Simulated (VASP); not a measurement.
# Si7Ge (P-42m) in VASP: notebook

The runs below take Si7Ge through single point, with r2SCAN.

Everything below comes from runs of VASP 6.6.1. Logs are shortened: lines on timing, memory, paths and dates and some standing lists are left out, and cuts for length are marked.

### Step 1. The cell of the first run

The structure is tetragonal, space group P-42m (No. 111). Conventional cell: a = 5.468 Å, b = 5.468 Å, c = 5.468 Å, α = 90.00°, β = 90.00°, γ = 90.00°. Within 3.0 Å of Si (site symmetry m) lie 3 Si at 2.23 to 2.65 Å and 1 Ge at 2.41 Å. Within 3.0 Å of Si (site symmetry 222) lie 4 Si at 2.23 Å. Si (site symmetry -42m) has 4 Si at 2.65 Å within 3.5 Å. Within 3.2 Å of Ge (site symmetry -42m) lie 4 Si at 2.41 Å.

### Step 2. Single point, r2SCAN (mode 14 (415.5 1/cm) frozen in, largest displacement -0.300 Å)

Contents of POSCAR:

```
Si7Ge
1.0
    5.4679684304      0.0000000000      0.0000000000
    0.0000000000      5.4679684304      0.0000000000
    0.0000000000      0.0000000000      5.4679684304
Si Ge
7 1
Direct
    0.2300322223      0.2300322223      0.2972278300
    0.0000000000      0.5000000000      0.5000000000
    0.5000000000      0.5000000000      0.0000000000
    0.5000000000      0.0000000000      0.5000000000
    0.7699677777      0.2300322223      0.7027721700
    0.7699677777      0.7699677777      0.2972278300
    0.2300322223      0.7699677777      0.7027721700
    0.0000000000      0.0000000000      0.0000000000
```

Contents of INCAR.step1:

```
SYSTEM = Si7Ge
PREC = Accurate ; ENCUT = 520
ISMEAR = 0 ; SIGMA = 0.05
LREAL = .FALSE. ; LASPH = .TRUE.
NELM = 100 ; NBANDS = 31
GGA = PE ; ALGO = Normal
EDIFF = 1E-4 ; LWAVE = .TRUE.
LCHARG = .FALSE.
```

Contents of INCAR.step2:

```
SYSTEM = Si7Ge
PREC = Accurate ; ENCUT = 520
EDIFF = 1E-7 ; ISMEAR = 0
SIGMA = 0.05 ; LREAL = .FALSE.
LASPH = .TRUE. ; NELM = 100
ALGO = Normal ; ISIF = 2
LWAVE = .FALSE. ; LCHARG = .FALSE.
METAGGA = R2SCAN ; LMIXTAU = .TRUE.
NBANDS = 31 ; ISTART = 1
```

Contents of KPOINTS:

```
Automatic mesh
0
G
  6 6 6
  0 0 0
```

Potentials or basis: VASP PAW PBE potentials, release 64 (Si, Ge_d).

On the command line:

```
cat potpaw_PBE.64/Si/POTCAR potpaw_PBE.64/Ge_d/POTCAR > POTCAR
cp INCAR.step1 INCAR
mpirun -np 1 vasp_std > vasp.out
cp INCAR.step2 INCAR
mpirun -np 1 vasp_std > vasp.out
```

OUTCAR:

```text
SYSTEM = Si7Ge
   PREC = Accurate
   ENCUT = 520
   EDIFF = 1E-7
   ISMEAR = 0
   LREAL = .FALSE.
   LASPH = .TRUE.
   NELM = 100
   ISIF = 2
   METAGGA = R2SCAN
   ISTART = 1

 ion  position               nearest neighbor table
   1  0.230  0.230  0.297-   2 2.23   4 2.23   8 2.41   3 2.65
   2  0.000  0.500  0.500-   1 2.23   5 2.23   6 2.23   7 2.23
   3  0.500  0.500  0.000-   1 2.65   5 2.65   6 2.65   7 2.65
   4  0.500  0.000  0.500-   1 2.23   5 2.23   6 2.23   7 2.23
   5  0.770  0.230  0.703-   2 2.23   4 2.23   8 2.41   3 2.65
   6  0.770  0.770  0.297-   2 2.23   4 2.23   8 2.41   3 2.65
   7  0.230  0.770  0.703-   2 2.23   4 2.23   8 2.41   3 2.65
   8  0.000  0.000  0.000-   1 2.41   5 2.41   6 2.41   7 2.41

  LATTYP: Found a simple cubic cell.
 ALAT       =     5.4679684304

  Lattice vectors:

 A1 = (   5.4679684304,   0.0000000000,   0.0000000000)
 A2 = (   0.0000000000,   5.4679684304,   0.0000000000)
 A3 = (   0.0000000000,   0.0000000000,   5.4679684304)

Analysis of symmetry for initial positions (statically):
=====================================================================
 Subroutine PRICEL returns:
 Original cell was already a primitive cell.

 Routine SETGRP: Setting up the symmetry group for a
 simple cubic supercell.

 Subroutine GETGRP returns: Found  8 space group operations
 (whereof  8 operations were pure point group operations)
 out of a pool of 48 trial point group operations.

The static configuration has the point symmetry D_2d.

Analysis of symmetry for dynamics (positions and initial velocities):
=====================================================================
 Subroutine PRICEL returns:
 Original cell was already a primitive cell.

 Routine SETGRP: Setting up the symmetry group for a
 simple cubic supercell.

 Subroutine GETGRP returns: Found  8 space group operations
 (whereof  8 operations were pure point group operations)
 out of a pool of 48 trial point group operations.

The dynamic configuration has the point symmetry D_2d.

 Subroutine INISYM returns: Found  8 space group operations
 (whereof  8 operations are pure point group operations),
 and found     1 'primitive' translations

----------------------------------------------------------------------------------------

                                     Primitive cell

  volume of cell :     163.4850

  direct lattice vectors                    reciprocal lattice vectors
     5.467968430  0.000000000  0.000000000     0.182883280  0.000000000  0.000000000
     0.000000000  5.467968430  0.000000000     0.000000000  0.182883280  0.000000000
     0.000000000  0.000000000  5.467968430     0.000000000  0.000000000  0.182883280

  length of vectors
     5.467968430  5.467968430  5.467968430     0.182883280  0.182883280  0.182883280

  position of ions in fractional coordinates (direct lattice)
     0.230032222  0.230032222  0.297227830
     0.000000000  0.500000000  0.500000000
     0.500000000  0.500000000  0.000000000
     0.500000000  0.000000000  0.500000000
     0.769967778  0.230032222  0.702772170
     0.769967778  0.769967778  0.297227830
     0.230032222  0.769967778  0.702772170
     0.000000000  0.000000000  0.000000000

  ion indices of the primitive-cell ions
   primitive index   ion index
                 1           1
                 2           2
                 3           3
                 4           4
                 5           5
                 6           6
                 7           7
                 8           8

----------------------------------------------------------------------------------------

 KPOINTS: Automatic mesh

Automatic generation of k-mesh.
 Grid dimensions read from file:
 generate k-points for:    6    6    6

 Generating k-lattice:

  Cartesian coordinates                     Fractional coordinates (reciprocal lattice)
     0.030480547  0.000000000  0.000000000     0.166666667  0.000000000  0.000000000
     0.000000000  0.030480547  0.000000000     0.000000000  0.166666667  0.000000000
     0.000000000  0.000000000  0.030480547     0.000000000  0.000000000  0.166666667

  Length of vectors
     0.030480547  0.030480547  0.030480547

  Shift w.r.t. Gamma in fractional coordinates (k-lattice)
     0.000000000  0.000000000  0.000000000

 Subroutine IBZKPT returns following result:
 ===========================================

 Found     40 irreducible k-points:

 Following reciprocal coordinates:
            Coordinates               Weight
  0.000000  0.000000  0.000000      1.000000
  0.166667  0.000000  0.000000      4.000000
  0.000000  0.000000  0.166667      2.000000
  0.333333  0.000000  0.000000      4.000000
  0.000000  0.000000  0.333333      2.000000
  0.500000  0.000000  0.000000      2.000000
[... 16 lines left out ...]
  0.166667  0.166667  0.166667      8.000000
  0.333333  0.166667  0.166667     16.000000
 [... further k-points ...]
   k-points           NKPTS =     40   k-points in BZ     NKDIM =     40   number of bands    NBANDS=     31
   number of dos      NEDOS =    301   number of ions     NIONS =      8
   total plane-waves  NPLWV =  74088
   dimension x,y,z NGX =    42 NGY =   42 NGZ =   42
   dimension x,y,z NGXF=    84 NGYF=   84 NGZF=   84
   ions per type =               7   1
   NGX,Y,Z   is equivalent  to a cutoff of  12.77, 12.77, 12.77 a.u.
   NGXF,Y,Z  is equivalent  to a cutoff of  25.54, 25.54, 25.54 a.u.
 SYSTEM =  Si7Ge
   PREC   = accura    normal or accurate (medium, high low for compatibility)
   ISTART =      1    job   : 0-new  1-cont  2-samecut
   ICHARG =      0    charge: 1-file 2-atom 10-const
   ISPIN  =      1    spin polarized calculation?
   LNONCOLLINEAR =      F non collinear calculations
   LSORBIT =      F    spin-orbit coupling
   LASPH  =      T    aspherical Exc in radial PAW
   ENCUT  =  520.0 eV  38.22 Ry    6.18 a.u.  10.17 10.17 10.17*2*pi/ulx,y,z
   NELM   =    100;   NELMIN=  2; NELMDL=  0     # of ELM steps
   EDIFF  = 0.1E-06   stopping-criterion for ELM
   LREAL  =      F    real-space projection
   EDIFFG = 0.1E-05   stopping-criterion for IOM
   NSW    =      0    number of steps for IOM
   IBRION =     -1    ionic relax: 0-MD 1-quasi-New 2-CG
   NFREE  =      0    steps in history (QN), initial steepest desc. (CG)
   ISIF   =      2    stress and relaxation
   ISYM   =      2    0-nonsym 1-usesym 2-fastsym
   POTIM  = 0.5000    time-step for ionic-motion
   TEBEG  =    0.0;   TEEND  =   0.0 temperature during run
   PSTRESS=    0.0 pullay stress
   NELECT =      42.0000    total number of electrons
   NUPDOWN=      -1.0000    fix difference up-down
   EMIN   =  10.00;   EMAX   =-10.00  energy-range for DOS
   EFERMI =   0.00;   METHOD = LEGACY
   ISMEAR =     0;   SIGMA  =   0.05  broadening in eV -4-tet -1-fermi 0-gaus
   EFERMI_NEDOS =   21; number of points for ismear=-14 and -15
   IALGO  =     38    algorithm
   IMIX   =      4    mixing-type and parameters
     AMIX     =   0.40;   BMIX     =  1.00
     AMIX_MAG =   1.60;   BMIX_MAG =  1.00
  volume/ion in A,a.u.               =      20.44       137.91
  Fermi-wavevector in a.u.,A,eV,Ry     =   1.040715  1.966667 14.736311  1.083088
  Thomas-Fermi vector in A             =   2.175304
   LORBIT       =      0    0 simple, 1 ext, 2 COOP (PROOUT), +10 PAW based schemes
   METAGGA = R2SCAN    functional components
   LHFCALC =     F    Hartree Fock is set to
   AEXX    =    0.0000 exact exchange contribution
   IVDW    =     0    specifies the selected vdW correction
   LEPSILON=     F    determine dielectric tensor
   LRPA    =     F    only Hartree local field effects (RPA)
 non-spin polarized calculation
 Gauss-broadening in eV      SIGMA  =   0.05
  energy-cutoff  :      520.00
  volume of cell :      163.49
 maximum number of plane-waves:      4436
 NGX is ok and might be reduce to    42
   NGX = 21   NGY = 21   NGZ = 21

 number of electron      42.0000024 magnetization

 Free energy of the ion-electron system (eV)
  ---------------------------------------------------
  ext. energy  EPLUGINS =         0.00000000
  ---------------------------------------------------
  free energy    TOTEN  =       -72.58044321 eV

  energy without entropy =      -72.57814331  energy(sigma->0) =      -72.57929326

 E-fermi :   5.5908     XC(G=0):  -9.9840

 val. band max:        5.5633651416   @ k =   0.1667   0.0000   0.0000
 cond. band min:       5.6260747536   @ k =   0.0000   0.1667   0.1667
 fundamental gap:      0.0627096120
 Fermi energy:         5.5908185576

 k-point     1 :       0.0000    0.0000    0.0000
  band No.  band energies     occupation
      1     -19.4093      2.00000
      2     -19.4093      2.00000
      3     -19.4016      2.00000
      4     -19.3837      2.00000
      5     -19.3777      2.00000
      6      -7.4014      2.00000
[... 23 lines left out ...]
     30       8.8045      0.00000
     31       8.9258      0.00000

 k-point     2 :       0.1667    0.0000    0.0000
  band No.  band energies     occupation
      1     -19.4093      2.00000
      2     -19.4093      2.00000
      3     -19.4016      2.00000
      4     -19.3837      2.00000
      5     -19.3777      2.00000
      6      -7.2820      2.00000
[... 23 lines left out ...]
     30       9.4282      0.00000
     31       9.5811      0.00000

 k-point     3 :       0.0000    0.0000    0.1667
  band No.  band energies     occupation
      1     -19.4094      2.00000
      2     -19.4094      2.00000
      3     -19.4016      2.00000
      4     -19.3837      2.00000
      5     -19.3776      2.00000
      6      -7.2950      2.00000
[... 703 lines left out ...]
     30       9.6124      0.00000
     31      10.9834      0.00000

 k-point    24 :       0.3333    0.1667    0.1667
  band No.  band energies     occupation
      1     -19.4094      2.00000
      2     -19.4094      2.00000
      3     -19.4016      2.00000
      4     -19.3836      2.00000
      5     -19.3776      2.00000
      6      -6.7191      2.00000
[... 23 lines left out ...]
     30      10.4291      0.00000
     31      10.5827      0.00000

 [... further k-points ...]

------------------------ aborting loop because EDIFF is reached ----------------------------------------

  FORCE on cell =-STRESS in cart. coord.  units (eV):
  Direction    XX          YY          ZZ          XY          YZ          ZX
  --------------------------------------------------------------------------------------
  -------------------------------------------------------------------------------------
  Total        4.4926967      4.4926967      0.3508936      0.0000000      0.0000000      0.0000000
  in kB       44.0290876     44.0290876      3.4388091      0.0000000      0.0000000      0.0000000
  external PRESSURE =      30.4989947 kB  Pullay stress =       0.0000000 kB

 VOLUME and BASIS-vectors are now :
 -----------------------------------------------------------------------------
  energy-cutoff  :      520.00
  volume of cell :      163.49
      direct lattice vectors                 reciprocal lattice vectors
     5.467968430  0.000000000  0.000000000     0.182883280  0.000000000  0.000000000
     0.000000000  5.467968430  0.000000000     0.000000000  0.182883280  0.000000000
     0.000000000  0.000000000  5.467968430     0.000000000  0.000000000  0.182883280

 POSITION                                       TOTAL-FORCE (eV/Angst)
 -----------------------------------------------------------------------------------
      1.25781      1.25781      1.62523         1.294625      1.294625     -3.502119
      0.00000      2.73398      2.73398         0.000000     -0.000000      0.000000
      2.73398      2.73398      0.00000         0.000000     -0.000000      0.000000
      2.73398      0.00000      2.73398        -0.000000     -0.000000      0.000000
      4.21016      1.25781      3.84274        -1.294625      1.294625      3.502119
      4.21016      4.21016      1.62523        -1.294625     -1.294625     -3.502119
      1.25781      4.21016      3.84274         1.294625     -1.294625      3.502119
      0.00000      0.00000      0.00000        -0.000000     -0.000000      0.000000
 -----------------------------------------------------------------------------------
    total drift:                               -0.000000     -0.000000      0.000000

  FREE ENERGIE OF THE ION-ELECTRON SYSTEM (eV)
  ---------------------------------------------------
  free  energy   TOTEN  =       -72.5804432136 eV

  energy  without entropy=      -72.5781433138  energy(sigma->0) =      -72.57929326
```

Wall time 5.8 min (1 thread of Intel Xeon 6975P-C (Granite Rapids), shared host); peak memory 0.38 GiB.

What came out:

| Quantity | Value |
| --- | --- |
| Free energy | -72.5804 eV |
| Pressure | 3.0 GPa |
| Largest force | 3.952 eV/Å |
| Band gap on the k mesh | zero (band 21 reaches 5.93 eV, above the bottom of band 22 at 5.56 eV) |

Forces on the atoms (eV/Å):
```
Si   1.295  1.295 -3.502
Si   0.000  0.000  0.000
Si   0.000  0.000  0.000
Si   0.000  0.000  0.000
Si  -1.295  1.295  3.502
Si  -1.295 -1.295 -3.502
Si   1.295 -1.295  3.502
Ge   0.000  0.000  0.000
```

Caveat: the cell differs from its parent crystal (mode 14 (415.5 1/cm) frozen in, largest displacement -0.300 Å); the PAW data sets were made with another functional, which shifts forces and pressure a little.

(Continued in part 2 of 2.)
